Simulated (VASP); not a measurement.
Write the native input for VASP 6.6.1 that does the following.

| Item | Value |
| --- | --- |
| Task | single point |
| Functional | PBEsol |
| Potentials or basis | VASP PAW PBE potentials, release 64 (In_d, As) |
| Cutoff | 520 eV |
| k mesh | 10 × 10 × 10 |
| Occupations | gaussian, width 0.1 eV |
| Spin | no spin polarisation |
| Dipole correction | no |
| Further INCAR settings | ALGO = Fast; EDIFF = 1e-06; NBANDS = 30 |

The structure of In3As lies in POSCAR:

```
In3As
1.0
    4.6031474397      0.0000000000      0.0000000000
    0.0000000000      4.6031474397      0.0000000000
    0.0000000000      0.0000000000      4.6031474397
In As
3 1
Direct
    0.0000000000      0.5000000000      0.5000000000
    0.5000000000      0.0000000000      0.5000000000
    0.5000000000      0.5000000000      0.0000000000
    0.0000000000      0.0000000000      0.0000000000
```

This cell differs from its parent crystal: strained.

These files were run (other wordings do the same):

INCAR

```
PREC = Accurate ; ENCUT = 520
EDIFF = 1E-6 ; ISMEAR = 0
SIGMA = 0.1 ; LREAL = F
LASPH = T ; NELM = 80
ALGO = Fast ; ISIF = 2
LWAVE = F ; LCHARG = F
GGA = PS ; NBANDS = 30
```

KPOINTS

```
Automatic mesh
0
Gamma
  10 10 10
```

Potentials or basis: VASP PAW PBE potentials, release 64 (In_d, As).

The run is started by

```sh
$ cat potpaw_PBE.64/In_d/POTCAR potpaw_PBE.64/As/POTCAR > POTCAR
$ mpirun -np 1 vasp_std > vasp.out
```

It gave:

```
Pressure               : -0.9 GPa
Band gap on the k mesh : zero (bands 22 and 23 overlap by 4.10 eV)
```

Caveat: the cell differs from its parent crystal (strained); the PAW data sets were made with another functional, which shifts forces and pressure a little; spin-orbit coupling is left out, which moves the levels of the heavy elements.

Wall time 100 s on 1 thread of Intel(R) Xeon(R) Platinum 8488C (Sapphire Rapids), with other jobs on the host, peak memory 0.29 GiB.
